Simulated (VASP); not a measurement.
# CdS (P3m1) in VASP: further runs

The runs below take CdS through single point, with LDA, PBE+D4, PBE+D3(BJ).

Everything below comes from runs of VASP 6.6.1. Logs are shortened: lines on timing, memory, paths and dates and some standing lists are left out, and cuts for length are marked.

## (1) The cell of the first run

It takes space group P3m1 (No. 156, trigonal). The conventional cell has a = 4.094 Å, b = 4.094 Å, c = 3.978 Å, α = 90.00°, β = 90.00°, γ = 120.00°. Cd (site symmetry 3m) has 3 S at 2.41 Å within 3.2 Å. Within 3.2 Å of S (site symmetry 3m) lie 3 Cd at 2.41 Å.

## (2) Single point, LDA

Contents of INCAR:

```
SYSTEM = CdS
ALGO = Normal ; EDIFF = 1E-6
ENCUT = 630 ; GGA = CA
GGA_COMPAT = .FALSE. ; ISIF = 2
ISMEAR = -1 ; LASPH = .TRUE.
LCHARG = .TRUE. ; LELF = .TRUE.
LREAL = .FALSE. ; LVHAR = .TRUE.
LWAVE = .FALSE. ; NBANDS = 20
NELM = 120 ; PREC = Accurate
SIGMA = 0.05
```

Contents of KPOINTS:

```
k-points
0
G
  7 7 5
  0 0 0
```

Contents of POSCAR:

```
CdS
1.0
    4.0943100321      0.0000000000      0.0000000000
   -2.0471550161      3.5457764988      0.0000000000
    0.0000000000      0.0000000000      3.9777777860
Cd S
1 1
Direct
    0.0000000000      0.0000000000      0.3828145019
    0.6666666667      0.3333333333      0.4941854981
```

Potentials or basis: VASP PAW LDA potentials, release 64 (Cd_sv_GW, S).

Command:

```bash
cat potpaw_LDA.64/Cd_sv_GW/POTCAR potpaw_LDA.64/S/POTCAR > POTCAR
mpirun -np 1 vasp_std > vasp.out
```

OUTCAR:

```text
SYSTEM = CdS
   EDIFF = 1E-6
   ENCUT = 630
   GGA = CA
   ISIF = 2
   ISMEAR = -1
   LASPH = .TRUE.
   LREAL = .FALSE.
   NELM = 120
   PREC = Accurate

 ion  position               nearest neighbor table
   1  0.000  0.000  0.383-   2 2.41   2 2.41   2 2.41
   2  0.667  0.333  0.494-   1 2.41   1 2.41   1 2.41

  LATTYP: Found a hexagonal cell.
 ALAT       =     4.0943100321
 C/A-ratio  =     0.9715380015

  Lattice vectors:

 A1 = (   4.0943100321,   0.0000000000,   0.0000000000)
 A2 = (  -2.0471550161,   3.5457764988,   0.0000000000)
 A3 = (   0.0000000000,   0.0000000000,   3.9777777860)

Analysis of symmetry for initial positions (statically):
=====================================================================
 Subroutine PRICEL returns:
 Original cell was already a primitive cell.

 Routine SETGRP: Setting up the symmetry group for a
 hexagonal supercell.

 Subroutine GETGRP returns: Found  6 space group operations
 (whereof  6 operations were pure point group operations)
 out of a pool of 24 trial point group operations.

The static configuration has the point symmetry C_3v.

Analysis of symmetry for dynamics (positions and initial velocities):
=====================================================================
 Subroutine PRICEL returns:
 Original cell was already a primitive cell.

 Routine SETGRP: Setting up the symmetry group for a
 hexagonal supercell.

 Subroutine GETGRP returns: Found  6 space group operations
 (whereof  6 operations were pure point group operations)
 out of a pool of 24 trial point group operations.

The dynamic configuration has the point symmetry C_3v.

 Subroutine INISYM returns: Found  6 space group operations
 (whereof  6 operations are pure point group operations),
 and found     1 'primitive' translations

----------------------------------------------------------------------------------------

                                     Primitive cell

  volume of cell :      57.7474

  direct lattice vectors                    reciprocal lattice vectors
     4.094310032  0.000000000  0.000000000     0.244241397  0.141012836  0.000000000
    -2.047155016  3.545776499  0.000000000     0.000000000  0.282025672  0.000000000
     0.000000000  0.000000000  3.977777786     0.000000000  0.000000000  0.251396648

  length of vectors
     4.094310032  4.094310032  3.977777786     0.282025672  0.282025672  0.251396648

  position of ions in fractional coordinates (direct lattice)
     0.000000000  0.000000000  0.382814502
     0.666666667  0.333333333  0.494185498

  ion indices of the primitive-cell ions
   primitive index   ion index
                 1           1
                 2           2

----------------------------------------------------------------------------------------

 KPOINTS: k-points

Automatic generation of k-mesh.
 Grid dimensions read from file:
 generate k-points for:    7    7    5

 Generating k-lattice:

  Cartesian coordinates                     Fractional coordinates (reciprocal lattice)
     0.034891628  0.020144691  0.000000000     0.142857143 -0.000000000  0.000000000
     0.000000000  0.040289382  0.000000000     0.000000000  0.142857143  0.000000000
     0.000000000  0.000000000  0.050279330     0.000000000  0.000000000  0.200000000

  Length of vectors
     0.040289382  0.040289382  0.050279330

  Shift w.r.t. Gamma in fractional coordinates (k-lattice)
     0.000000000  0.000000000  0.000000000

 Subroutine IBZKPT returns following result:
 ===========================================

 Found     32 irreducible k-points:

 Following reciprocal coordinates:
            Coordinates               Weight
  0.000000  0.000000  0.000000      1.000000
  0.142857  0.000000  0.000000      6.000000
  0.285714  0.000000  0.000000      6.000000
  0.428571  0.000000  0.000000      6.000000
  0.142857  0.142857  0.000000      6.000000
  0.285714  0.142857  0.000000     12.000000
[... 16 lines left out ...]
  0.000000  0.142857  0.400000      6.000000
  0.285714  0.000000  0.400000      6.000000
 [... further k-points ...]
   k-points           NKPTS =     32   k-points in BZ     NKDIM =     32   number of bands    NBANDS=     20
   number of dos      NEDOS =    301   number of ions     NIONS =      2
   total plane-waves  NPLWV =  46656
   dimension x,y,z NGX =    36 NGY =   36 NGZ =   36
   dimension x,y,z NGXF=    72 NGYF=   72 NGZF=   72
   ions per type =               1   1
   NGX,Y,Z   is equivalent  to a cutoff of  14.62, 14.62, 15.05 a.u.
   NGXF,Y,Z  is equivalent  to a cutoff of  29.23, 29.23, 30.09 a.u.
 SYSTEM =  CdS
   PREC   = accura    normal or accurate (medium, high low for compatibility)
   ISTART =      0    job   : 0-new  1-cont  2-samecut
   ICHARG =      2    charge: 1-file 2-atom 10-const
   ISPIN  =      1    spin polarized calculation?
   LNONCOLLINEAR =      F non collinear calculations
   LSORBIT =      F    spin-orbit coupling
   LASPH  =      T    aspherical Exc in radial PAW
   ENCUT  =  630.0 eV  46.30 Ry    6.80 a.u.   8.38  8.38  8.14*2*pi/ulx,y,z
   NELM   =    120;   NELMIN=  2; NELMDL= -5     # of ELM steps
   EDIFF  = 0.1E-05   stopping-criterion for ELM
   LREAL  =      F    real-space projection
   EDIFFG = 0.1E-04   stopping-criterion for IOM
   NSW    =      0    number of steps for IOM
   IBRION =     -1    ionic relax: 0-MD 1-quasi-New 2-CG
   NFREE  =      0    steps in history (QN), initial steepest desc. (CG)
   ISIF   =      2    stress and relaxation
   ISYM   =      2    0-nonsym 1-usesym 2-fastsym
   POTIM  = 0.5000    time-step for ionic-motion
   TEBEG  =    0.0;   TEEND  =   0.0 temperature during run
   PSTRESS=    0.0 pullay stress
   NELECT =      26.0000    total number of electrons
   NUPDOWN=      -1.0000    fix difference up-down
   EMIN   =  10.00;   EMAX   =-10.00  energy-range for DOS
   EFERMI =   0.00;   METHOD = LEGACY
   ISMEAR =    -1;   SIGMA  =   0.05  broadening in eV -4-tet -1-fermi 0-gaus
   EFERMI_NEDOS =   21; number of points for ismear=-14 and -15
   IALGO  =     38    algorithm
   IMIX   =      4    mixing-type and parameters
     AMIX     =   0.40;   BMIX     =  1.00
     AMIX_MAG =   1.60;   BMIX_MAG =  1.00
  volume/ion in A,a.u.               =      28.87       194.85
  Fermi-wavevector in a.u.,A,eV,Ry     =   1.254744  2.371122 21.420770  1.574382
  Thomas-Fermi vector in A             =   2.388534
   LORBIT       =      0    0 simple, 1 ext, 2 COOP (PROOUT), +10 PAW based schemes
   GGA     = CA    functional components
   LHFCALC =     F    Hartree Fock is set to
   AEXX    =    0.0000 exact exchange contribution
   IVDW    =     0    specifies the selected vdW correction
   LEPSILON=     F    determine dielectric tensor
   LRPA    =     F    only Hartree local field effects (RPA)
 non-spin polarized calculation
  energy-cutoff  :      630.00
  volume of cell :       57.75
 maximum number of plane-waves:      2111
 NGX is ok and might be reduce to    36
   NGX = 17   NGY = 17   NGZ = 17

 number of electron      26.0000006 magnetization

 Free energy of the ion-electron system (eV)
  ---------------------------------------------------
  ext. energy  EPLUGINS =         0.00000000
  ---------------------------------------------------
  free energy    TOTEN  =        -6.73933637 eV

  energy without entropy =       -6.73933209  energy(sigma->0) =       -6.73933423

 E-fermi :   1.9621     XC(G=0):  -8.9142

 val. band max:        1.4660647589   @ k =   0.2857   0.2857   0.0000
 cond. band min:       2.3401967525   @ k =   0.0000   0.0000   0.0000
 fundamental gap:      0.8741319936
 Fermi energy:         1.9621435955

 k-point     1 :       0.0000    0.0000    0.0000
  band No.  band energies     occupation
      1     -99.5650      2.00000
      2     -61.0139      2.00000
      3     -60.9210      2.00000
      4     -60.9210      2.00000
      5     -10.8295      2.00000
      6      -6.6961      2.00000
[... 12 lines left out ...]
     19      11.9598      0.00000
     20      14.3083      0.00000

 k-point     2 :       0.1429    0.0000    0.0000
  band No.  band energies     occupation
      1     -99.5649      2.00000
      2     -61.0139      2.00000
      3     -60.9211      2.00000
      4     -60.9211      2.00000
      5     -10.7528      2.00000
      6      -6.6575      2.00000
[... 12 lines left out ...]
     19      13.0724      0.00000
     20      14.1303      0.00000

 k-point     3 :       0.2857    0.0000    0.0000
  band No.  band energies     occupation
      1     -99.5649      2.00000
      2     -61.0138      2.00000
      3     -60.9214      2.00000
      4     -60.9211      2.00000
      5     -10.5797      2.00000
      6      -6.5193      2.00000
[... 12 lines left out ...]
     19      12.9357      0.00000
     20      13.7687      0.00000

 k-point     4 :       0.4286    0.0000    0.0000
  band No.  band energies     occupation
      1     -99.5649      2.00000
      2     -61.0138      2.00000
      3     -60.9216      2.00000
      4     -60.9211      2.00000
      5     -10.4417      2.00000
      6      -6.3832      2.00000
[... 12 lines left out ...]
     19      12.8382      0.00000
     20      13.5074      0.00000

 k-point     5 :       0.1429    0.1429    0.0000
  band No.  band energies     occupation
      1     -99.5649      2.00000
      2     -61.0138      2.00000
      3     -60.9212      2.00000
      4     -60.9211      2.00000
      5     -10.6278      2.00000
      6      -6.5900      2.00000
[... 12 lines left out ...]
     19      13.2478      0.00000
     20      13.8066      0.00000
[... 353 lines left out ...]
      6      -6.6855      2.00000
[... 12 lines left out ...]
     19      11.8854      0.00000
     20      12.9313      0.00000

 k-point    22 :       0.1429    0.0000    0.4000
  band No.  band energies     occupation
      1     -99.5649      2.00000
      2     -61.0143      2.00000
      3     -60.9211      2.00000
      4     -60.9210      2.00000
      5     -10.6052      2.00000
      6      -6.6438      2.00000
[... 12 lines left out ...]
     19      11.6493      0.00000
     20      12.9939      0.00000

 k-point    23 :       0.0000    0.1429    0.4000
  band No.  band energies     occupation
      1     -99.5649      2.00000
      2     -61.0143      2.00000
      3     -60.9211      2.00000
      4     -60.9210      2.00000
      5     -10.6052      2.00000
      6      -6.6454      2.00000
[... 12 lines left out ...]
     19      11.5203      0.00000
     20      13.0494      0.00000

 k-point    24 :       0.2857    0.0000    0.4000
  band No.  band energies     occupation
      1     -99.5649      2.00000
      2     -61.0143      2.00000
      3     -60.9214      2.00000
      4     -60.9211      2.00000
      5     -10.4462      2.00000
      6      -6.4979      2.00000
[... 12 lines left out ...]
     19      11.6919      0.00000
     20      13.3338      0.00000

 [... further k-points ...]

------------------------ aborting loop because EDIFF is reached ----------------------------------------

  FORCE on cell =-STRESS in cart. coord.  units (eV):
  Direction    XX          YY          ZZ          XY          YZ          ZX
  --------------------------------------------------------------------------------------
  -------------------------------------------------------------------------------------
  Total        0.0085034      0.0085034     -0.0478532     -0.0000000      0.0000000      0.0000000
  in kB        0.2359228      0.2359228     -1.3276664     -0.0000000      0.0000000      0.0000000
  external PRESSURE =      -0.2852736 kB  Pullay stress =       0.0000000 kB

 VOLUME and BASIS-vectors are now :
 -----------------------------------------------------------------------------
  energy-cutoff  :      630.00
  volume of cell :       57.75
      direct lattice vectors                 reciprocal lattice vectors
     4.094310032  0.000000000  0.000000000     0.244241397  0.141012836  0.000000000
    -2.047155016  3.545776499  0.000000000     0.000000000  0.282025672  0.000000000
     0.000000000  0.000000000  3.977777786     0.000000000  0.000000000  0.251396648

 POSITION                                       TOTAL-FORCE (eV/Angst)
 -----------------------------------------------------------------------------------
      0.00000      0.00000      1.52275         0.000000      0.000000     -0.008698
      2.04716      1.18193      1.96576        -0.000000      0.000000      0.008698
 -----------------------------------------------------------------------------------
    total drift:                                0.000000     -0.000000     -0.003511

  FREE ENERGIE OF THE ION-ELECTRON SYSTEM (eV)
  ---------------------------------------------------
  free  energy   TOTEN  =        -6.7393363651 eV

  energy  without entropy=       -6.7393320921  energy(sigma->0) =       -6.73933423
```

Run time: 42 s. Hardware: 1 thread of AMD EPYC 7R13 (Zen 3), shared host; peak memory 0.18 GiB.

Results:

```
Free energy            : -6.7393 eV
Pressure               : 0.0 GPa
Largest force          : 0.009 eV/Å
Band gap on the k mesh : 0.87 eV (least direct gap 1.11 eV)
```

Forces in eV/Å, atoms in the order of the input:
```
Cd   0.000  0.000 -0.009
S    0.000  0.000  0.009
```

[end of part 1 of 2]
